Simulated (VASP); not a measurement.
CaZrSe, 3 atoms in the cell. Symmetry: Pmmm, No. 47, orthorhombic system. The conventional cell has a = 3.958 Å, b = 3.999 Å, c = 4.083 Å, α = 90.00°, β = 90.00°, γ = 90.00°. Within 2.7 Å of Ca (site symmetry mmm) lie 2 Zr at 2.04 Å. Within 2.7 Å of Zr (site symmetry mmm) lie 2 Ca at 2.04 Å. Se (site symmetry mmm) has 4 Zr at 2.81 Å and 8 Ca at 3.48 Å within 3.7 Å. The cell was generated, and may not be a known phase.

* Program: VASP 6.6.1
* Task: single point
* Functional: PBE
* Potentials or basis: VASP PAW PBE potentials, release 64 (Ca_sv, Zr_sv, Se)
* Cutoff: 520 eV
* k mesh: 4 × 4 × 4
* Occupations: gaussian, width 0.1 eV
* Spin: no spin polarisation
* Dipole correction: no
* Further INCAR settings: ALGO = Normal; EDIFF = 1e-07; NBANDS = 21

Potentials or basis: VASP PAW PBE potentials, release 64 (Ca_sv, Zr_sv, Se).

The run is started by

```console
$ cat potpaw_PBE.64/Ca_sv/POTCAR potpaw_PBE.64/Zr_sv/POTCAR potpaw_PBE.64/Se/POTCAR > POTCAR
$ mpirun -np 1 vasp_std > vasp.out
```

Hardware: 1 thread of Intel Xeon 8259CL, with other jobs on the host.

Q: How long does it take, and how much memory?

A: Wall time 57 s on 1 thread of Intel Xeon 8259CL, with other jobs on the host, peak memory 0.19 GiB. Counts: scf iterations 14, k points 27.
